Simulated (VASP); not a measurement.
Set up this calculation in VASP 6.6.1, as the native input.

```yaml
Task: relaxation of cell and atoms
Functional: PBE
Potentials_or_basis: VASP PAW PBE potentials, release 64 (Sn_d, Te)
Cutoff: 600 eV
k_mesh: 4 × 4 × 4
Occupations: gaussian, width 0.1 eV
Spin: no spin polarisation
Dipole_correction: no
Further_INCAR_settings: ALGO = Normal; EDIFF = 1e-06; IBRION = 2; EDIFFG = -0.009; NSW = 30; ISIF = 3
```

The structure of Sn3Te lies in POSCAR:

```
Sn3Te
1.0
    4.8656220000      0.0000000000      0.0000000000
    0.0000000000      4.8656220000      0.0000000000
    0.0000000000      0.0000000000      4.8656220000
Sn Te
3 1
Direct
    0.5000000000      0.5000000000      0.0000000000
    0.5000000000      0.0000000000      0.5000000000
    0.0000000000      0.5000000000      0.5000000000
    0.0000000000      0.0000000000      0.0000000000
```

These files were run (other wordings do the same):

INCAR

```
SYSTEM = Sn3Te
PREC = Accurate
ENCUT = 600
EDIFF = 1E-6
ISMEAR = 0
SIGMA = 0.1
LREAL = .False.
LASPH = .True.
NELM = 60
ALGO = Normal
ISIF = 3
LWAVE = .False.
LCHARG = .False.
GGA = PE
IBRION = 2
NSW = 30
EDIFFG = -0.009
```

KPOINTS

```
regular mesh
0
Gamma
  4 4 4
  0 0 0
```

Potentials or basis: VASP PAW PBE potentials, release 64 (Sn_d, Te).

Run with:

```sh
$ cat potpaw_PBE.64/Sn_d/POTCAR potpaw_PBE.64/Te/POTCAR > POTCAR
$ mpirun -np 1 vasp_std > vasp.out
```

It gave:

```
Relaxed volume                         : 28.76 Å³/atom
Relaxed cell                           : a = 4.864 Å, b = 4.864 Å, c = 4.864 Å, α = 90.00°, β = 90.00°, γ = 90.00°
Space group after relaxing (to 0.05 Å) : Pm-3m (No. 221)
Energy gained by relaxing              : 0.0 meV/atom
Ionic steps                            : 3
Pressure after relaxing                : 0.0 GPa
Band gap on the k mesh                 : zero (band 24 reaches 10.52 eV, above the bottom of band 25 at 7.31 eV)
```

Caveat: spin-orbit coupling is left out, which moves the levels of the heavy elements.

It took 37 s on 1 thread of Intel(R) Xeon(R) 6975P-C (Granite Rapids) (shared host), peak memory 0.26 GiB.
